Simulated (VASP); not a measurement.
# Cd in VASP: single point with PBEsol

Aim: the single point of Cd with PBEsol.

Program: VASP 6.6.1. These are calculated values, not measurements. Logs are shortened: lines on timing, memory, paths and dates and some standing lists are left out, and cuts for length are marked.

### Step 1. The cell of the first run

The typed cell holds 1 atom: a = 3.049 Å, b = 3.049 Å, c = 3.521 Å, α = 54.73°, β = 54.73°, γ = 70.53°.

This isn't the form of Cd at room conditions, which is hcp.

### Step 2. Single point, PBEsol

Contents of INCAR:

```
SYSTEM = Cd
PREC = Accurate
ENCUT = 520
EDIFF = 1E-6
ISMEAR = 0
SIGMA = 0.15
LREAL = .FALSE.
LASPH = .TRUE.
NELM = 60
ALGO = Fast
ISIF = 2
LWAVE = .FALSE.
LCHARG = .FALSE.
GGA = PS
NBANDS = 12
```

Contents of KPOINTS:

```
Automatic mesh
0
G
  20 20 20
  0 0 0
```

Contents of POSCAR:

```
Cd
1.0
    0.0000000000      2.4899142533      1.7603693771
    2.4899142533      0.0000000000      1.7603693771
    2.4899142533      2.4899142533      0.0000000000
Cd
1
Direct
    0.0000000000      0.0000000000      0.0000000000
```

Potentials or basis: VASP PAW PBE potentials, release 64 (Cd).

The run is started by

```console
$ cat potpaw_PBE.64/Cd/POTCAR > POTCAR
$ mpirun -np 1 vasp_std > vasp.out
```

OUTCAR:

```text
SYSTEM = Cd
   PREC = Accurate
   ENCUT = 520
   EDIFF = 1E-6
   ISMEAR = 0
   LREAL = .FALSE.
   LASPH = .TRUE.
   NELM = 60
   ISIF = 2
   GGA = PS

 ion  position               nearest neighbor table
   1  0.000  0.000  0.000-

  LATTYP: Found a body centered tetragonal cell.
 ALAT       =     3.5212705062
 C/A-ratio  =     0.9998489886

  Lattice vectors:

 A1 = (   0.0000000000,  -2.4899142533,  -1.7603693771)
 A2 = (   0.0000000000,   2.4899142533,  -1.7603693771)
 A3 = (   2.4899142533,   0.0000000000,   1.7603693771)

Analysis of symmetry for initial positions (statically):
=====================================================================
 Subroutine PRICEL returns:
 Original cell was already a primitive cell.

 Routine SETGRP: Setting up the symmetry group for a
 body centered tetragonal supercell.

 Subroutine GETGRP returns: Found 16 space group operations
 (whereof 16 operations were pure point group operations)
 out of a pool of 16 trial point group operations.

The static configuration has the point symmetry D_4h.

Analysis of symmetry for dynamics (positions and initial velocities):
=====================================================================
 Subroutine PRICEL returns:
 Original cell was already a primitive cell.

 Routine SETGRP: Setting up the symmetry group for a
 body centered tetragonal supercell.

 Subroutine GETGRP returns: Found 16 space group operations
 (whereof 16 operations were pure point group operations)
 out of a pool of 16 trial point group operations.

The dynamic configuration has the point symmetry D_4h.

 Subroutine INISYM returns: Found 16 space group operations
 (whereof 16 operations are pure point group operations),
 and found     1 'primitive' translations

----------------------------------------------------------------------------------------

                                     Primitive cell

  volume of cell :      21.8274

  direct lattice vectors                    reciprocal lattice vectors
     0.000000000  2.489914253  1.760369377    -0.200810128  0.200810128  0.284031298
     2.489914253  0.000000000  1.760369377     0.200810128 -0.200810128  0.284031298
     2.489914253  2.489914253  0.000000000     0.200810128  0.200810128 -0.284031298

  length of vectors
     3.049356216  3.049356216  3.521270506     0.401650586  0.401650586  0.401650586

  position of ions in fractional coordinates (direct lattice)
     0.000000000  0.000000000  0.000000000

  ion indices of the primitive-cell ions
   primitive index   ion index
                 1           1

----------------------------------------------------------------------------------------

 KPOINTS: Automatic mesh

Automatic generation of k-mesh.
 Grid dimensions read from file:
 generate k-points for:   20   20   20

 Generating k-lattice:

  Cartesian coordinates                     Fractional coordinates (reciprocal lattice)
    -0.010040506  0.010040506  0.014201565     0.050000000  0.000000000  0.000000000
     0.010040506 -0.010040506  0.014201565     0.000000000  0.050000000  0.000000000
     0.010040506  0.010040506 -0.014201565    -0.000000000 -0.000000000  0.050000000

  Length of vectors
     0.020082529  0.020082529  0.020082529

  Shift w.r.t. Gamma in fractional coordinates (k-lattice)
     0.000000000  0.000000000  0.000000000

 Subroutine IBZKPT returns following result:
 ===========================================

 Found    641 irreducible k-points:

 Following reciprocal coordinates:
            Coordinates               Weight
  0.000000  0.000000  0.000000      1.000000
  0.050000  0.000000  0.000000      8.000000
  0.100000  0.000000  0.000000      8.000000
  0.150000  0.000000  0.000000      8.000000
  0.200000  0.000000  0.000000      8.000000
  0.250000  0.000000  0.000000      8.000000
[... 16 lines left out ...]
 -0.400000  0.050000  0.000000      8.000000
 -0.350000  0.050000  0.000000      8.000000
 [... further k-points ...]
   k-points           NKPTS =    641   k-points in BZ     NKDIM =    641   number of bands    NBANDS=     12
   number of dos      NEDOS =    301   number of ions     NIONS =      1
   total plane-waves  NPLWV =  16128
   dimension x,y,z NGX =    24 NGY =   24 NGZ =   28
   dimension x,y,z NGXF=    48 NGYF=   48 NGZF=   56
   ions per type =               1
   NGX,Y,Z   is equivalent  to a cutoff of  13.08, 13.08, 13.22 a.u.
   NGXF,Y,Z  is equivalent  to a cutoff of  26.17, 26.17, 26.44 a.u.
 SYSTEM =  Cd
   PREC   = accura    normal or accurate (medium, high low for compatibility)
   ISTART =      0    job   : 0-new  1-cont  2-samecut
   ICHARG =      2    charge: 1-file 2-atom 10-const
   ISPIN  =      1    spin polarized calculation?
   LNONCOLLINEAR =      F non collinear calculations
   LSORBIT =      F    spin-orbit coupling
   LASPH  =      T    aspherical Exc in radial PAW
   ENCUT  =  520.0 eV  38.22 Ry    6.18 a.u.   5.67  5.67  6.55*2*pi/ulx,y,z
   NELM   =     60;   NELMIN=  2; NELMDL= -5     # of ELM steps
   EDIFF  = 0.1E-05   stopping-criterion for ELM
   LREAL  =      F    real-space projection
   EDIFFG = 0.1E-04   stopping-criterion for IOM
   NSW    =      0    number of steps for IOM
   IBRION =     -1    ionic relax: 0-MD 1-quasi-New 2-CG
   NFREE  =      0    steps in history (QN), initial steepest desc. (CG)
   ISIF   =      2    stress and relaxation
   ISYM   =      2    0-nonsym 1-usesym 2-fastsym
   POTIM  = 0.5000    time-step for ionic-motion
   TEBEG  =    0.0;   TEEND  =   0.0 temperature during run
   PSTRESS=    0.0 pullay stress
   NELECT =      12.0000    total number of electrons
   NUPDOWN=      -1.0000    fix difference up-down
   EMIN   =  10.00;   EMAX   =-10.00  energy-range for DOS
   EFERMI =   0.00;   METHOD = LEGACY
   ISMEAR =     0;   SIGMA  =   0.15  broadening in eV -4-tet -1-fermi 0-gaus
   EFERMI_NEDOS =   21; number of points for ismear=-14 and -15
   IALGO  =     68    algorithm
   IMIX   =      4    mixing-type and parameters
     AMIX     =   0.40;   BMIX     =  1.00
     AMIX_MAG =   1.60;   BMIX_MAG =  1.00
  volume/ion in A,a.u.               =      21.83       147.30
  Fermi-wavevector in a.u.,A,eV,Ry     =   1.341120  2.534350 24.471486  1.798604
  Thomas-Fermi vector in A             =   2.469379
   LORBIT       =      0    0 simple, 1 ext, 2 COOP (PROOUT), +10 PAW based schemes
   GGA     = PS    functional components
   LHFCALC =     F    Hartree Fock is set to
   AEXX    =    0.0000 exact exchange contribution
   IVDW    =     0    specifies the selected vdW correction
   LEPSILON=     F    determine dielectric tensor
   LRPA    =     F    only Hartree local field effects (RPA)
 non-spin polarized calculation
 RMM-DIIS sequential band-by-band and
 Gauss-broadening in eV      SIGMA  =   0.15
  energy-cutoff  :      520.00
  volume of cell :       21.83
 maximum number of plane-waves:       604
   NGX = 11   NGY = 11   NGZ = 13

 number of electron      11.9999998 magnetization

 Free energy of the ion-electron system (eV)
  ---------------------------------------------------
  ext. energy  EPLUGINS =         0.00000000
  ---------------------------------------------------
  free energy    TOTEN  =        -1.12754490 eV

  energy without entropy =       -1.12334075  energy(sigma->0) =       -1.12544282

 E-fermi :   2.7442     XC(G=0): -11.1647

 val. band max:        2.7120088683   @ k =  -0.4000   0.2000   0.1500
 cond. band min:       2.7447877904   @ k =  -0.2500   0.5000   0.2500
 fundamental gap:      0.0327789220
 Fermi energy:         2.7441664064

 k-point     1 :       0.0000    0.0000    0.0000
  band No.  band energies     occupation
      1      -6.4939      2.00000
      2      -6.4936      2.00000
      3      -6.4936      2.00000
      4      -6.1615      2.00000
      5      -5.8349      2.00000
      6      -5.8345      2.00000
      7      18.2374      0.00000
      8      18.2374      0.00000
      9      18.2397      0.00000
     10      19.1032      0.00000
     11      19.1032      0.00000
     12      19.1054      0.00000

 k-point     2 :       0.0500    0.0000    0.0000
  band No.  band energies     occupation
      1      -6.5021      2.00000
      2      -6.4911      2.00000
      3      -6.4695      2.00000
      4      -6.0931      2.00000
      5      -5.8429      2.00000
      6      -5.8344      2.00000
      7      17.5105      0.00000
      8      18.0569      0.00000
      9      18.1426      0.00000
     10      18.6335      0.00000
     11      18.6382      0.00000
     12      18.8519      0.00000

 k-point     3 :       0.1000    0.0000    0.0000
  band No.  band energies     occupation
      1      -6.5265      2.00000
      2      -6.4947      2.00000
      3      -6.3984      2.00000
      4      -5.9143      2.00000
      5      -5.8333      2.00000
      6      -5.8295      2.00000
      7      15.6909      0.00000
      8      17.2835      0.00000
      9      17.6688      0.00000
     10      17.9051      0.00000
     11      18.2640      0.00000
     12      18.9189      0.00000
[... 286 lines left out ...]
 k-point    23 :      -0.4000    0.0500    0.0000
  band No.  band energies     occupation
      1      -6.8572      2.00000
      2      -6.7695      2.00000
      3      -5.9144      2.00000
      4      -5.8375      2.00000
      5      -5.5095      2.00000
      6      -1.3909      2.00000
      7       4.3759      0.00000
      8      12.1845      0.00000
      9      12.8860      0.00000
     10      16.9603      0.00000
     11      17.4259      0.00000
     12      21.8018      0.00000

 k-point    24 :      -0.3500    0.0500    0.0000
  band No.  band energies     occupation
      1      -6.7861      2.00000
      2      -6.7339      2.00000
      3      -5.9380      2.00000
      4      -5.8358      2.00000
      5      -5.6424      2.00000
      6      -2.4643      2.00000
      7       6.0551      0.00000
      8      12.6745      0.00000
      9      13.2482      0.00000
     10      17.1088      0.00000
     11      17.4771      0.00000
     12      21.0150      0.00000

 [... further k-points ...]

------------------------ aborting loop because EDIFF is reached ----------------------------------------

  FORCE on cell =-STRESS in cart. coord.  units (eV):
  Direction    XX          YY          ZZ          XY          YZ          ZX
  --------------------------------------------------------------------------------------
  -------------------------------------------------------------------------------------
  Total       -0.1077793     -0.1077793     -0.1083663      0.0000000     -0.0000000      0.0000000
  in kB       -7.9112155     -7.9112155     -7.9543084      0.0000000     -0.0000000      0.0000000
  external PRESSURE =      -7.9255798 kB  Pullay stress =       0.0000000 kB

 VOLUME and BASIS-vectors are now :
 -----------------------------------------------------------------------------
  energy-cutoff  :      520.00
  volume of cell :       21.83
      direct lattice vectors                 reciprocal lattice vectors
     0.000000000  2.489914253  1.760369377    -0.200810128  0.200810128  0.284031298
     2.489914253  0.000000000  1.760369377     0.200810128 -0.200810128  0.284031298
     2.489914253  2.489914253  0.000000000     0.200810128  0.200810128 -0.284031298

 POSITION                                       TOTAL-FORCE (eV/Angst)
 -----------------------------------------------------------------------------------
      0.00000      0.00000      0.00000        -0.000000      0.000000      0.000000
 -----------------------------------------------------------------------------------
    total drift:                               -0.000000     -0.000000      0.000000

  FREE ENERGIE OF THE ION-ELECTRON SYSTEM (eV)
  ---------------------------------------------------
  free  energy   TOTEN  =        -1.1275448965 eV

  energy  without entropy=       -1.1233407500  energy(sigma->0) =       -1.12544282
```

Wall time 1.9 min (1 thread of Intel Xeon Platinum 8259CL at 2.50GHz (Skylake/Cascade Lake), shared host); peak memory 0.27 GiB.

Results:

```yaml
Free_energy: -1.1275 eV
Pressure: -0.8 GPa
Band_gap_on_the_k_mesh: zero (bands 6 and 7 overlap by 4.33 eV)
```

Levels at points of the mesh, in eV from the Fermi level:
| k point | band 3 | band 4 | band 5 | band 6 | band 7 | band 8 | band 9 | band 10 |
| --- | --- | --- | --- | --- | --- | --- | --- | --- |
| (0.00, 0.00, 0.00) | -9.24 | -8.91 | -8.58 | -8.58 | 15.49 | 15.49 | 15.50 | 16.36 |
| (0.50, 0.00, 0.00) | -8.61 | -8.55 | -8.13 | -2.19 | -0.94 | 9.36 | 10.02 | 13.70 |
| (0.50, 0.50, 0.00) | -8.24 | -8.24 | -8.24 | 3.39 | 3.39 | 3.39 | 5.80 | 8.06 |
| (0.50, 0.00, 0.50) | -8.61 | -8.55 | -8.13 | -2.19 | -0.94 | 9.37 | 10.02 | 13.70 |

Caveat: the PAW data sets were made with another functional, which shifts forces and pressure a little.
